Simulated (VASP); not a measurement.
# Rh (Immm) in VASP: a series of runs, part 2 of 2

VASP 6.6.1. Earlier steps stand in the parts before.

## 5. Single point, PBEsol (uniaxial strain along a: +3.0 %, then relaxed in part)

INCAR

```
PREC = Accurate
ENCUT = 520
EDIFF = 1E-6
ISMEAR = 0
SIGMA = 0.1
LREAL = F
LASPH = T
NELM = 80
ALGO = Fast
ISIF = 2
LWAVE = F
LCHARG = F
GGA = PS
NBANDS = 22
```

KPOINTS

```
regular mesh
0
Gamma
  20 20 14
```

POSCAR

```
Rh
1.0
    1.9467013253      1.9467013253      0.0000000000
   -1.8849712990      1.8849712990      0.0000000000
    0.0000000000      0.0000000000      3.7349434262
Rh
2
Direct
    0.0000000000      0.0000000000      0.0000000000
    0.5000000000      0.5000000000      0.5000000000
```

Potentials or basis: VASP PAW PBE potentials, release 64 (Rh_pv).

Run with:

```
> cat potpaw_PBE.64/Rh_pv/POTCAR > POTCAR
> mpirun -np 1 vasp_std > vasp.out
```

OUTCAR:

```text
PREC = Accurate
   ENCUT = 520
   EDIFF = 1E-6
   ISMEAR = 0
   LREAL = F
   LASPH = T
   NELM = 80
   ISIF = 2
   GGA = PS

 ion  position               nearest neighbor table
   1  0.000  0.000  0.000-   2 2.68   2 2.68   2 2.68   2 2.68   2 2.68   2 2.68   2 2.68   2 2.68

   2  0.500  0.500  0.500-   1 2.68   1 2.68   1 2.68   1 2.68   1 2.68   1 2.68   1 2.68   1 2.68

  LATTYP: Found a simple orthorhombic cell.
 ALAT       =     2.6657519757
 B/A-ratio  =     1.0327485232
 C/A-ratio  =     1.4010843695

  Lattice vectors:

 A1 = (   1.8849712990,  -1.8849712990,   0.0000000000)
 A2 = (   1.9467013253,   1.9467013253,   0.0000000000)
 A3 = (   0.0000000000,   0.0000000000,   3.7349434262)

Analysis of symmetry for initial positions (statically):
=====================================================================
 Subroutine PRICEL returns following result:

  LATTYP: Found a body centered orthorhombic cell.
 ALAT       =     2.6657519757
 B/A-ratio  =     1.0327485232
 C/A-ratio  =     1.4010843695

  Lattice vectors:

 A1 = (   1.9158363122,   0.0308650132,  -1.8674717131)
 A2 = (  -1.9158363122,  -0.0308650132,  -1.8674717131)
 A3 = (   0.0308650132,   1.9158363122,   1.8674717131)

   2 primitive cells build up your supercell.

 Routine SETGRP: Setting up the symmetry group for a
 simple orthorhombic supercell.

 Subroutine GETGRP returns: Found  8 space group operations
 (whereof  8 operations were pure point group operations)
 out of a pool of  8 trial point group operations.

The static configuration has the point symmetry D_2h.

Analysis of symmetry for dynamics (positions and initial velocities):
=====================================================================
 Subroutine PRICEL returns following result:
[... 131 lines left out ...]
   NUPDOWN=      -1.0000    fix difference up-down
   EMIN   =  10.00;   EMAX   =-10.00  energy-range for DOS
   EFERMI =   0.00;   METHOD = LEGACY
   ISMEAR =     0;   SIGMA  =   0.10  broadening in eV -4-tet -1-fermi 0-gaus
   EFERMI_NEDOS =   21; number of points for ismear=-14 and -15
   IALGO  =     68    algorithm
   IMIX   =      4    mixing-type and parameters
     AMIX     =   0.40;   BMIX     =  1.00
     AMIX_MAG =   1.60;   BMIX_MAG =  1.00
  volume/ion in A,a.u.               =      13.71        92.49
  Fermi-wavevector in a.u.,A,eV,Ry     =   1.687107  3.188169 38.726658  2.846329
  Thomas-Fermi vector in A             =   2.769652
   LORBIT       =      0    0 simple, 1 ext, 2 COOP (PROOUT), +10 PAW based schemes
   GGA     = PS    functional components
   LHFCALC =     F    Hartree Fock is set to
   AEXX    =    0.0000 exact exchange contribution
   IVDW    =     0    specifies the selected vdW correction
   LEPSILON=     F    determine dielectric tensor
   LRPA    =     F    only Hartree local field effects (RPA)
 non-spin polarized calculation
 RMM-DIIS sequential band-by-band and
 Gauss-broadening in eV      SIGMA  =   0.10
  energy-cutoff  :      520.00
  volume of cell :       27.41
 maximum number of plane-waves:       760
   NGX = 11   NGY =  9   NGZ = 13

 number of electron      30.0000002 magnetization

 Free energy of the ion-electron system (eV)
  ---------------------------------------------------
  ext. energy  EPLUGINS =         0.00000000
  ---------------------------------------------------
  free energy    TOTEN  =       -16.25144911 eV

  energy without entropy =      -16.23853304  energy(sigma->0) =      -16.24499107

 E-fermi :  11.8061     XC(G=0): -14.2377

 val. band max:       11.8053713985   @ k =   0.2000   0.3000   0.1429
 cond. band min:      11.8075786258   @ k =   0.0000   0.1000   0.4286
 fundamental gap:      0.0022072272
 Fermi energy:        11.8061497618

 k-point     1 :       0.0000    0.0000    0.0000
  band No.  band energies     occupation
      1     -35.2204      2.00000
      2     -34.8431      2.00000
      3     -34.8097      2.00000
      4     -34.5337      2.00000
      5     -34.5296      2.00000
      6     -34.5149      2.00000
[... 589 lines left out ...]
     21      24.8544      0.00000
     22      28.2611      0.00000

 [... further k-points ...]

------------------------ aborting loop because EDIFF is reached ----------------------------------------

  FORCE on cell =-STRESS in cart. coord.  units (eV):
  Direction    XX          YY          ZZ          XY          YZ          ZX
  --------------------------------------------------------------------------------------
  -------------------------------------------------------------------------------------
  Total       -1.0040674     -1.0040674     -0.0150951     -0.9916560      0.0000000      0.0000000
  in kB      -58.6888155    -58.6888155     -0.8823230    -57.9633592      0.0000000      0.0000000
  external PRESSURE =     -39.4199847 kB  Pullay stress =       0.0000000 kB

 VOLUME and BASIS-vectors are now :
 -----------------------------------------------------------------------------
  energy-cutoff  :      520.00
  volume of cell :       27.41
      direct lattice vectors                 reciprocal lattice vectors
     1.946701325  1.946701325  0.000000000     0.256844742  0.256844742  0.000000000
    -1.884971299  1.884971299  0.000000000    -0.265256028  0.265256028  0.000000000
     0.000000000  0.000000000  3.734943426     0.000000000  0.000000000  0.267741673

 POSITION                                       TOTAL-FORCE (eV/Angst)
 -----------------------------------------------------------------------------------
      0.00000      0.00000      0.00000        -0.000000     -0.000000      0.000000
      0.03087      1.91584      1.86747         0.000000      0.000000     -0.000000
 -----------------------------------------------------------------------------------
    total drift:                               -0.000000      0.000000      0.000000

  FREE ENERGIE OF THE ION-ELECTRON SYSTEM (eV)
  ---------------------------------------------------
  free  energy   TOTEN  =       -16.2514491126 eV

  energy  without entropy=      -16.2385330360  energy(sigma->0) =      -16.24499107
```

OSZICAR:

```text
N       E                     dE             d eps       ncg     rms          rms(c)
DAV:   1     0.324718213994E+03    0.32472E+03   -0.18331E+04 42656   0.156E+03
DAV:   2    -0.101660610194E+02   -0.33488E+03   -0.32307E+03 44322   0.473E+02
DAV:   3    -0.174664008355E+02   -0.73003E+01   -0.72579E+01 50260   0.784E+01
DAV:   4    -0.175185113793E+02   -0.52111E-01   -0.52105E-01 47050   0.672E+00
DAV:   5    -0.175194168908E+02   -0.90551E-03   -0.90550E-03 50328   0.895E-01    0.157E+01
RMM:   6    -0.162986948990E+02    0.12207E+01   -0.27116E+00 43615   0.139E+01    0.497E+00
RMM:   7    -0.162602513601E+02    0.38444E-01   -0.13109E-01 44641   0.287E+00    0.211E+00
RMM:   8    -0.162533891349E+02    0.68622E-02   -0.30420E-02 46206   0.173E+00    0.552E-01
RMM:   9    -0.162514276434E+02    0.19615E-02   -0.43640E-03 49592   0.616E-01    0.305E-02
RMM:  10    -0.162514481163E+02   -0.20473E-04   -0.39800E-04 49987   0.208E-01    0.189E-02
RMM:  11    -0.162514513038E+02   -0.31876E-05   -0.54483E-05 51223   0.829E-02    0.106E-02
RMM:  12    -0.162514485200E+02    0.27839E-05   -0.15775E-05 51312   0.430E-02    0.361E-03
RMM:  13    -0.162514491126E+02   -0.59257E-06   -0.46197E-06 40980   0.230E-02
   1 F= -.16251449E+02 E0= -.16244991E+02  d E =-.129161E-01
```

stdout:

```text
POSCAR found type information on POSCAR Rh
 POSCAR found :  1 types and       2 ions
 scaLAPACK will be used
 -----------------------------------------------------------------------------
|                                                                             |
|                                                                             |
|     You enforced a specific xc type in the INCAR file but a different       |
|     I HOPE YOU KNOW WHAT YOU ARE DOING!                                     |
|                                                                             |
 -----------------------------------------------------------------------------

 LDA part: xc-table for (Slater+PW92), standard interpolation
 POSCAR, INCAR and KPOINTS ok, starting setup
 FFT: planning ... GRIDC
 FFT: planning ... GRID_SOFT
 FFT: planning ... GRID
 WAVECAR not read
 entering main loop
```

Wall time 3.7 min (1 thread of Intel Xeon Platinum 8488C (Sapphire Rapids), shared host); peak memory 0.5 GiB.

What came out:

* Free energy: -16.2514 eV
* Pressure: -3.9 GPa
* Band gap on the k mesh: zero (bands 15 and 16 overlap by 2.52 eV)

Levels at points of the mesh, in eV from the Fermi level:
| k point | band 13 | band 14 | band 15 | band 16 | band 17 | band 18 |
| --- | --- | --- | --- | --- | --- | --- |
| (0.00, 0.00, 0.00) | -1.14 | -0.80 | 0.56 | 1.00 | 1.04 | 3.56 |
| (0.50, 0.00, 0.00) | -1.75 | -1.75 | -1.08 | -1.08 | 2.64 | 2.64 |
| (0.00, 0.50, 0.00) | -2.15 | -2.15 | -1.24 | -1.24 | 3.21 | 3.21 |
| (0.50, 0.50, 0.00) | 0.92 | 0.92 | 1.10 | 1.10 | 3.02 | 3.02 |
| (0.00, 0.00, 0.50) | -1.67 | -1.67 | -1.42 | -1.42 | -0.34 | -0.34 |
| (0.50, 0.00, 0.50) | 0.38 | 0.38 | 0.50 | 0.50 | 0.71 | 0.71 |
| (0.00, 0.50, 0.50) | 0.61 | 0.61 | 0.65 | 0.65 | 0.82 | 0.82 |
| (0.50, 0.50, 0.50) | -1.16 | -1.16 | 0.88 | 0.88 | 9.57 | 9.57 |

Caveat: the cell differs from its parent crystal (uniaxial strain along a: +3.0 %, then relaxed in part); the stress differs along the axes, from -6 to -0 GPa; the PAW data sets were made with another functional, which shifts forces and pressure a little.

## 6. Overview

```csv
cell,further INCAR settings,gap on the mesh (eV),pressure (GPa)
"a = 2.619, b = 2.676, c = 3.813 Å, 2 atoms",ALGO = Fast; EDIFF = 1e-07; NBANDS = 22,none,3.3
"a = 2.619, b = 2.686, c = 3.799 Å, 2 atoms",ALGO = Fast; EDIFF = 1e-07; NBANDS = 22,none,3.3
"a = 2.646, b = 2.674, c = 3.797 Å, 2 atoms",ALGO = Fast; EDIFF = 1e-06; NBANDS = 22,none,1.4
"a = 2.753, b = 2.666, c = 3.735 Å, 2 atoms",ALGO = Fast; EDIFF = 1e-06; NBANDS = 22,none,-3.9
```

Alike in all rows: task single point; level PBEsol; potentials or basis VASP PAW PBE potentials, release 64 (Rh_pv); no spin polarisation; k mesh 20 × 20 × 14; cutoff (eV) 520; smearing gaussian 0.1 eV.

Caveats: the PAW data sets were made with another functional, which shifts forces and pressure a little; the cell stands under pressure (at least some runs); the stress differs along the axes, from -6 to -0 GPa (at least some runs).

Absolute energies hang on the potentials; compare differences alone.
